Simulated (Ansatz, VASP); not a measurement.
# One calculation of CuO, two programs

```xyz
2
Lattice="2.8495 0.0000 0.0000 -1.4248 2.4678 0.0000 0.0000 0.0000 2.6721" Properties=species:S:1:pos:R:3 pbc="T T T"
Cu    0.0000    0.0000    0.0000
O     1.4248    0.8226    1.3361
```

Alike in both runs: functional r2SCAN; k mesh 6 × 6 × 6; occupations gaussian, width 0.1 eV; collinear spin.

Ansatz relaxed the structure, and its values are those at the end. VASP's run is a single point on that final structure, the one shown.

|  | VASP | Ansatz |
| --- | --- | --- |
| version | VASP 6.6.1 | Ansatz 0.2.0 |
| potentials or method | VASP PAW PBE potentials, release 64 (Cu, O), cutoff 520 eV | scalar-relativistic, plane waves, PAW |
| valence electrons in the cell | 17 | 25 |

|  | VASP | Ansatz | Ansatz less VASP |
| --- | --- | --- | --- |
| gap on the k mesh at the Fermi level (eV) | none | none | - |
| pressure (GPa) | 0.7 | -0.1 | -0.84 |
| net moment per atom (μB) | 0.50 | 0.50 | 0.000 |
| size of the moment on the site where the two differ most (μB) | 0.54 | 0.58 | +0.036 |

VASP's potentials were made for PBE, not for r2SCAN. Site moments also hang on the region over which each program counts them. A gap of «none» marks a metal or a gap that the smearing closes. VASP's potentials hold 17 valence electrons a cell and Ansatz's 25, so a difference there can come from the potentials and not from the codes.

The k mesh is coarse, so the values compare programs but aren't converged.
